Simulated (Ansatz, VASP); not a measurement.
## TiAl3 in VASP and in Ansatz

Contents of POSCAR:

```
TiAl3
1.0
   -1.9120003552      1.9311203588      4.2819150380
    1.9120003552     -1.9311203588      4.2819150380
    1.9120003552      1.9311203588     -4.2819150380
Ti Al
1 3
Direct
    0.0000000000      0.0000000000      0.0000000000
    0.5000000000      0.5000000000      0.0000000000
    0.7500000000      0.2500000000      0.5000000000
    0.2500000000      0.7500000000      0.5000000000
```

File INCAR.step1:

```
PREC = Accurate ; ENCUT = 520
ISMEAR = 0 ; SIGMA = 0.15
LREAL = F ; LASPH = T
NELM = 60 ; NBANDS = 18
GGA = PE ; ALGO = Normal
EDIFF = 1E-4 ; LWAVE = T
LCHARG = F ; KPAR = 4
```

File INCAR.step2:

```
PREC = Accurate ; ENCUT = 520
EDIFF = 1E-6 ; ISMEAR = 0
SIGMA = 0.15 ; LREAL = F
LASPH = T ; NELM = 60
ALGO = Normal ; ISIF = 2
LWAVE = F ; LCHARG = F
METAGGA = R2SCAN ; LMIXTAU = T
NBANDS = 18 ; ISTART = 1
KPAR = 4
```

File KPOINTS:

```
Automatic mesh
0
Gamma
  18 18 18
```

Input for Ansatz:

```yaml
crystal:
  lattice:
    - [-1.9120003552, 1.9311203588, 4.281915038]
    - [1.9120003552, -1.9311203588, 4.281915038]
    - [1.9120003552, 1.9311203588, -4.281915038]
  atoms:
    - { symbol: Ti, position: [0.0, 0.0, 0.0] }
    - { symbol: Al, position: [0.5, 0.5, 0.0] }
    - { symbol: Al, position: [0.75, 0.25, 0.5] }
    - { symbol: Al, position: [0.25, 0.75, 0.5] }
basis:
  ecutwfc: 500
kpoints:
  mp_grid: { grid: [18, 18, 18] }
hamiltonian:
  xc: r2scan
scf:
  occupations: { method: gaussian, width: 0.15 }
output:
  forces: true
  stress: true
  eigenvalues: true
```

Change from the starting cell: strain +0.0100 x Voigt [0, 1, 0, 0, 0, 0], atoms carried along.

Alike in both runs: task single point; functional r2SCAN; k mesh 18 × 18 × 18; occupations gaussian, width 0.15 eV; no spin polarisation.

|  | VASP | Ansatz |
| --- | --- | --- |
| version | VASP 6.6.1 | Ansatz 0.2.0 |
| potentials or method | VASP PAW PBE potentials, release 64 (Ti_sv, Al), cutoff 520 eV | scalar-relativistic, plane waves, PAW |
| valence electrons in the cell | 21 | 21 |

Ansatz gave:

| Quantity | Value |
| --- | --- |
| gap on the k mesh at the Fermi level (eV) | none |
| pressure (GPa) | -1.2 |
| traceless stress, the component that is largest in VASP (GPa) | -0.89 |

**Question.** Which values does VASP return?

**Answer.** gap on the k mesh at the Fermi level (eV): none; pressure (GPa): -1.2; traceless stress, the component that is largest in VASP (GPa): -0.90.

VASP's potentials were made for PBE, not for r2SCAN. A gap of «none» marks a metal or a gap that the smearing closes. With one functional, cell and mesh, what is left measures potentials, basis and numerics.
